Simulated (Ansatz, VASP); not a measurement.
# Two plane-wave programs on Y

The input INCAR:

```
PREC     = Accurate       # precision mode
ENCUT    = 520            # plane-wave cutoff, eV
EDIFF    = 1E-6           # SCF threshold, eV
ISMEAR   = 0              # smearing method
SIGMA    = 0.1            # smearing width, eV
LREAL    = F              # projectors in reciprocal space
LASPH    = T              # aspherical terms in the spheres
NELM     = 100            # most SCF steps
ALGO     = Fast           # electronic algorithm
ISIF     = 2              # what is computed and relaxed
LWAVE    = F              # write WAVECAR
LCHARG   = F              # write CHGCAR
GGA      = PS             # functional
NBANDS   = 12             # bands
```

Contents of KPOINTS:

```
Automatic mesh
0
Gamma
  14 14 14
```

File POSCAR:

```
Y
1.0
    0.0000000000      2.5688005307      2.5688005307
    2.5688005307      0.0000000000      2.5688005307
    2.5688005307      2.5688005307      0.0000000000
Y
1
Direct
    0.0000000000      0.0000000000      0.0000000000
```

Input for Ansatz:

```yaml
crystal:
  lattice:
    - [0.0, 2.5688005307, 2.5688005307]
    - [2.5688005307, 0.0, 2.5688005307]
    - [2.5688005307, 2.5688005307, 0.0]
  atoms:
    - { symbol: "Y", position: [0.0, 0.0, 0.0] }
basis:
  ecutwfc: 420
kpoints:
  mp_grid: { grid: [14, 14, 14] }
hamiltonian:
  xc: pbesol
scf:
  occupations: { method: gaussian, width: 0.1 }
output:
  forces: true
  stress: true
  eigenvalues: true
```

Alike in both runs: task single point; functional PBEsol; k mesh 14 × 14 × 14; occupations gaussian, width 0.1 eV; no spin polarisation.

|  | VASP | Ansatz |
| --- | --- | --- |
| version | VASP 6.6.1 | Ansatz 0.2.0 |
| potentials or method | VASP PAW PBE potentials, release 64 (Y_sv), cutoff 520 eV | scalar-relativistic, plane waves, PAW |
| valence electrons in the cell | 11 | 11 |

VASP gave:

```
gap on the k mesh at the Fermi level (eV) : none
pressure (GPa)                            : -3.5
```

Q: Which values does Ansatz return?

A: gap on the k mesh at the Fermi level (eV): none; pressure (GPa): -3.4.

VASP's potentials were made for PBE, not for PBEsol. A gap of «none» marks a metal or a gap that the smearing closes.
